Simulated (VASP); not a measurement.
# InO in VASP: notebook

InO is run at these levels: PBEsol+D3(BJ); tasks: single point.

Program: VASP 6.6.1. These are calculated values, not measurements. Logs are shortened: lines on timing, memory, paths and dates and some standing lists are left out, and cuts for length are marked.

### Step 1. The cell of the first run

The cell holds a slab with vacuum, 4 atoms: a = 3.346 Å, b = 3.346 Å, c = 16.919 Å, α = 90.00°, β = 90.00°, γ = 120.00°.

### Step 2. Single point, PBEsol+D3(BJ)

INCAR reads:

```
SYSTEM = InO
  PREC = Accurate
  ENCUT = 520
  EDIFF = 1E-6
  ISMEAR = 0
  SIGMA = 0.03
  LREAL = .FALSE.
  LASPH = .TRUE.
  NELM = 100
  ALGO = Normal
  ISIF = 2
  LWAVE = .FALSE.
  LCHARG = .FALSE.
  GGA = PS
  IVDW = 12
  NBANDS = 27
```

KPOINTS reads:

```
Automatic mesh
0
G
  12 12 4
  0 0 0
```

POSCAR reads:

```
InO
1.0
    3.3456169015      0.0000000000      0.0000000000
   -1.6728084508      2.8973892280      0.0000000000
    0.0000000000      0.0000000000     16.9186732734
In O
2 2
Direct
    0.6666666667      0.3333333333      0.5900210000
    0.6666666667      0.3333333333      0.4099790000
    0.0000000000      0.0000000000      0.6398670000
    0.0000000000      0.0000000000      0.3601330000
```

Potentials or basis: VASP PAW PBE potentials, release 64 (In_d, O).

Run with:

```
cat potpaw_PBE.64/In_d/POTCAR potpaw_PBE.64/O/POTCAR > POTCAR
mpirun -np 1 vasp_std > vasp.out
```

OUTCAR:

```text
SYSTEM = InO
   PREC = Accurate
   ENCUT = 520
   EDIFF = 1E-6
   ISMEAR = 0
   LREAL = .FALSE.
   LASPH = .TRUE.
   NELM = 100
   ISIF = 2
   GGA = PS
   IVDW = 12
 IVDW          = 12

 ion  position               nearest neighbor table
   1  0.667  0.333  0.590-   3 2.11   3 2.11   3 2.11   2 3.05
   2  0.667  0.333  0.410-   4 2.11   4 2.11   4 2.11   1 3.05
   3  0.000  0.000  0.640-   1 2.11   1 2.11   1 2.11
   4  0.000  0.000  0.360-   2 2.11   2 2.11   2 2.11

  LATTYP: Found a hexagonal cell.
 ALAT       =     3.3456169015
 C/A-ratio  =     5.0569667035

  Lattice vectors:

 A1 = (   3.3456169015,   0.0000000000,   0.0000000000)
 A2 = (  -1.6728084508,   2.8973892280,   0.0000000000)
 A3 = (   0.0000000000,   0.0000000000,  16.9186732734)

Analysis of symmetry for initial positions (statically):
=====================================================================
 Subroutine PRICEL returns:
 Original cell was already a primitive cell.

 Routine SETGRP: Setting up the symmetry group for a
 hexagonal supercell.

 Subroutine GETGRP returns: Found 12 space group operations
 (whereof 12 operations were pure point group operations)
 out of a pool of 24 trial point group operations.

The static configuration has the point symmetry D_3h.

Analysis of symmetry for dynamics (positions and initial velocities):
=====================================================================
 Subroutine PRICEL returns:
 Original cell was already a primitive cell.

 Routine SETGRP: Setting up the symmetry group for a
 hexagonal supercell.

 Subroutine GETGRP returns: Found 12 space group operations
 (whereof 12 operations were pure point group operations)
 out of a pool of 24 trial point group operations.

The dynamic configuration has the point symmetry D_3h.

 Subroutine INISYM returns: Found 12 space group operations
 (whereof 12 operations are pure point group operations),
 and found     1 'primitive' translations

----------------------------------------------------------------------------------------

                                     Primitive cell

  volume of cell :     164.0021

  direct lattice vectors                    reciprocal lattice vectors
     3.345616902  0.000000000  0.000000000     0.298898538  0.172569151  0.000000000
    -1.672808451  2.897389228  0.000000000     0.000000000  0.345138303  0.000000000
     0.000000000  0.000000000 16.918673273     0.000000000  0.000000000  0.059106289

  length of vectors
     3.345616902  3.345616901 16.918673273     0.345138303  0.345138303  0.059106289

  position of ions in fractional coordinates (direct lattice)
[... 86 lines left out ...]
   NSW    =      0    number of steps for IOM
   IBRION =     -1    ionic relax: 0-MD 1-quasi-New 2-CG
   NFREE  =      0    steps in history (QN), initial steepest desc. (CG)
   ISIF   =      2    stress and relaxation
   ISYM   =      2    0-nonsym 1-usesym 2-fastsym
   POTIM  = 0.5000    time-step for ionic-motion
   TEBEG  =    0.0;   TEEND  =   0.0 temperature during run
   PSTRESS=    0.0 pullay stress
   NELECT =      38.0000    total number of electrons
   NUPDOWN=      -1.0000    fix difference up-down
   EMIN   =  10.00;   EMAX   =-10.00  energy-range for DOS
   EFERMI =   0.00;   METHOD = LEGACY
   ISMEAR =     0;   SIGMA  =   0.03  broadening in eV -4-tet -1-fermi 0-gaus
   EFERMI_NEDOS =   21; number of points for ismear=-14 and -15
   IALGO  =     38    algorithm
   IMIX   =      4    mixing-type and parameters
     AMIX     =   0.40;   BMIX     =  1.00
     AMIX_MAG =   1.60;   BMIX_MAG =  1.00
  volume/ion in A,a.u.               =      41.00       276.69
  Fermi-wavevector in a.u.,A,eV,Ry     =   1.005510  1.900138 13.756166  1.011050
  Thomas-Fermi vector in A             =   2.138194
   LORBIT       =      0    0 simple, 1 ext, 2 COOP (PROOUT), +10 PAW based schemes
   GGA     = PS    functional components
   LHFCALC =     F    Hartree Fock is set to
   AEXX    =    0.0000 exact exchange contribution
   IVDW    =    12    specifies the selected vdW correction
   LEPSILON=     F    determine dielectric tensor
   LRPA    =     F    only Hartree local field effects (RPA)
 non-spin polarized calculation
 Gauss-broadening in eV      SIGMA  =   0.03
  energy-cutoff  :      520.00
  volume of cell :      164.00
 maximum number of plane-waves:      4443
 NGX is ok and might be reduce to    28

 number of electron      38.0000003 magnetization

 Free energy of the ion-electron system (eV)
  ---------------------------------------------------
  ext. energy  EPLUGINS =         0.00000000
  ---------------------------------------------------
  free energy    TOTEN  =       -20.68103955 eV

  energy without entropy =      -20.68071929  energy(sigma->0) =      -20.68087942

 E-fermi :  -1.4894     XC(G=0):  -4.8408

 val. band max:       -1.4973253831   @ k =   0.3333   0.3333   0.5000
 cond. band min:      -1.1921298790   @ k =   0.0833   0.0000   0.2500
 fundamental gap:      0.3051955041
 Fermi energy:        -1.4894268547

 k-point     1 :       0.0000    0.0000    0.0000
  band No.  band energies     occupation
      1     -19.7614      2.00000
      2     -19.7486      2.00000
      3     -15.3266      2.00000
      4     -15.3266      2.00000
      5     -15.3030      2.00000
      6     -15.3030      2.00000
[... 709 lines left out ...]
     26       7.2462      0.00000
     27       7.4276      0.00000

 [... further k-points ...]

------------------------ aborting loop because EDIFF is reached ----------------------------------------

 Edisp (eV)   -0.51510

 E8    (eV) :    -0.3578

  FORCE on cell =-STRESS in cart. coord.  units (eV):
  Direction    XX          YY          ZZ          XY          YZ          ZX
  --------------------------------------------------------------------------------------
  -------------------------------------------------------------------------------------
  Total       0.77250     0.77250    -2.95975    -0.00000     0.00000    -0.00000
  in kB       7.54679     7.54679   -28.91457    -0.00000     0.00000    -0.00000
  external pressure =       -4.61 kB  Pullay stress =        0.00 kB

 VOLUME and BASIS-vectors are now :
 -----------------------------------------------------------------------------
  energy-cutoff  :      520.00
  volume of cell :      164.00
      direct lattice vectors                 reciprocal lattice vectors
     3.345616902  0.000000000  0.000000000     0.298898538  0.172569151  0.000000000
    -1.672808451  2.897389228  0.000000000     0.000000000  0.345138303  0.000000000
     0.000000000  0.000000000 16.918673273     0.000000000  0.000000000  0.059106289

 POSITION                                       TOTAL-FORCE (eV/Angst)
 -----------------------------------------------------------------------------------
      1.67281      0.96580      9.98237        -0.000000     -0.000000     -0.718986
      1.67281      0.96580      6.93630         0.000000     -0.000000      0.718986
      0.00000      0.00000     10.82570        -0.000000      0.000000     -0.143849
      0.00000      0.00000      6.09297        -0.000000     -0.000000      0.143849
 -----------------------------------------------------------------------------------
    total drift:                               -0.000000      0.000000      0.000000

  FREE ENERGIE OF THE ION-ELECTRON SYSTEM (eV)
  ---------------------------------------------------
  free  energy   TOTEN  =       -21.1961394529 eV

  energy  without entropy=      -21.1958191962  energy(sigma->0) =      -21.19597932
```

OSZICAR:

```text
N       E                     dE             d eps       ncg     rms          rms(c)
DAV:   1     0.394761641253E+03    0.39476E+03   -0.17919E+04  3102   0.143E+03
DAV:   2     0.385747930083E+02   -0.35619E+03   -0.34279E+03  3437   0.376E+02
DAV:   3    -0.213680403937E+02   -0.59943E+02   -0.58975E+02  3830   0.172E+02
[... 14 lines left out ...]
DAV:  18    -0.206810167078E+02   -0.71731E-04   -0.35102E-06  2866   0.103E-02    0.139E-03
DAV:  19    -0.206810291432E+02   -0.12435E-04   -0.52485E-07  2704   0.632E-03    0.176E-03
DAV:  20    -0.206810381241E+02   -0.89809E-05   -0.41225E-07  2453   0.316E-03    0.474E-04
DAV:  21    -0.206810392951E+02   -0.11711E-05   -0.65929E-08  2774   0.246E-03    0.390E-04
DAV:  22    -0.206810395480E+02   -0.25290E-06   -0.23418E-08  2484   0.163E-03
   1 F= -.21196139E+02 E0= -.21195979E+02  d E =-.320257E-03
```

stdout:

```text
POSCAR found type information on POSCAR InO
 POSCAR found :  2 types and       4 ions
 scaLAPACK will be used
 -----------------------------------------------------------------------------
|                                                                             |
|                                                                             |
|     You enforced a specific xc type in the INCAR file but a different       |
|     I HOPE YOU KNOW WHAT YOU ARE DOING!                                     |
|                                                                             |
 -----------------------------------------------------------------------------

 LDA part: xc-table for (Slater+PW92), standard interpolation
 POSCAR, INCAR and KPOINTS ok, starting setup
 FFT: planning ... GRIDC
 FFT: planning ... GRID_SOFT
 FFT: planning ... GRID
 WAVECAR not read
 entering main loop
```

It took 5.9 min on 1 thread of Intel Xeon Platinum 8259CL at 2.50GHz (Skylake/Cascade Lake), shared host; peak memory 0.44 GiB.

Results:

| Property | Result |
| --- | --- |
| Free energy | -21.1961 eV |
| Largest force | 0.719 eV/Å |
| Band gap on the k mesh | zero (filled and empty bands overlap) |
| Dispersion energy per atom | -0.129 eV |

Forces in eV/Å, atoms in the order of the input:
```
In   0.000  0.000 -0.719
In   0.000  0.000  0.719
O    0.000  0.000 -0.144
O    0.000  0.000  0.144
```

Caveat: there is no dipole correction, which matters where the two faces differ; the PAW data sets were made with another functional, which shifts forces and pressure a little; spin-orbit coupling is left out, which moves the levels of the heavy elements.

### Step 3. Single point, PBEsol+D3(BJ)

This run uses another cell than the first one, of the same volume but with other edges.

INCAR reads:

```
SYSTEM = InO
PREC     = Accurate       ! precision mode
ENCUT    = 520            ! plane-wave cutoff, eV
EDIFF    = 1E-7           ! SCF threshold, eV
ISMEAR   = 0              ! smearing method
SIGMA    = 0.03           ! smearing width, eV
LREAL    = .FALSE.        ! projectors in reciprocal space
LASPH    = .TRUE.         ! aspherical terms in the spheres
NELM     = 100            ! most SCF steps
ALGO     = Normal         ! electronic algorithm
ISIF     = 2              ! what is computed and relaxed
LWAVE    = .FALSE.        ! write WAVECAR
LCHARG   = .FALSE.        ! write CHGCAR
GGA      = PS             ! functional
IVDW     = 12             ! dispersion correction
NBANDS   = 27             ! bands
```

KPOINTS is that of step 2.

POSCAR reads:

```
InO
1.0
    3.1644093112      0.0000000000      0.0000000000
   -1.5822046556      2.7404588514      0.0000000000
    0.0000000000      0.0000000000     18.9118238907
In O
2 2
Direct
    0.6666666667      0.3333333333      0.5900210000
    0.6666666667      0.3333333333      0.4099790000
    0.0000000000      0.0000000000      0.6398670000
    0.0000000000      0.0000000000      0.3601330000
```

Potentials or basis: VASP PAW PBE potentials, release 64 (In_d, O).

Run with:

```
cat potpaw_PBE.64/In_d/POTCAR potpaw_PBE.64/O/POTCAR > POTCAR
mpirun -np 1 vasp_std > vasp.out
```

It took 5.7 min on 1 thread of Intel Xeon Platinum 8259CL at 2.50GHz (Skylake/Cascade Lake), shared host; peak memory 0.4 GiB.

It converged, with:

```yaml
Free_energy: -20.3677 eV
Largest_force: 1.209 eV/Å
Band_gap_on_the_k_mesh: zero (bands 19 and 20 overlap by 0.87 eV)
Dispersion_energy_per_atom: -0.138 eV
```

Forces on the atoms (eV/Å):
```
In   0.000  0.000 -1.209
In   0.000  0.000  1.209
O    0.000  0.000  0.132
O    0.000  0.000 -0.132
```

Levels at points of the mesh, in eV from the Fermi level:
| k point | band 16 | band 17 | band 18 | band 19 | band 20 | band 21 | band 22 | band 23 |
| --- | --- | --- | --- | --- | --- | --- | --- | --- |
| (0.00, 0.00, 0.00) | -2.22 | -2.22 | -2.22 | -1.83 | -0.58 | 2.79 | 5.27 | 6.14 |
| (0.50, 0.00, 0.00) | -3.36 | -3.17 | -3.14 | -0.52 | 1.74 | 2.72 | 3.75 | 7.46 |
| (0.00, 0.00, 0.50) | -2.22 | -2.22 | -2.22 | -1.83 | -0.58 | 2.79 | 5.26 | 6.32 |
| (0.50, 0.00, 0.50) | -3.36 | -3.17 | -3.14 | -0.52 | 1.74 | 2.72 | 3.75 | 7.46 |

Caveat: there is no dipole correction, which matters where the two faces differ; the PAW data sets were made with another functional, which shifts forces and pressure a little; spin-orbit coupling is left out, which moves the levels of the heavy elements.

[end of part 1 of 2]

The gap in the log of VASP goes by the Fermi energy; the results here count the filled bands.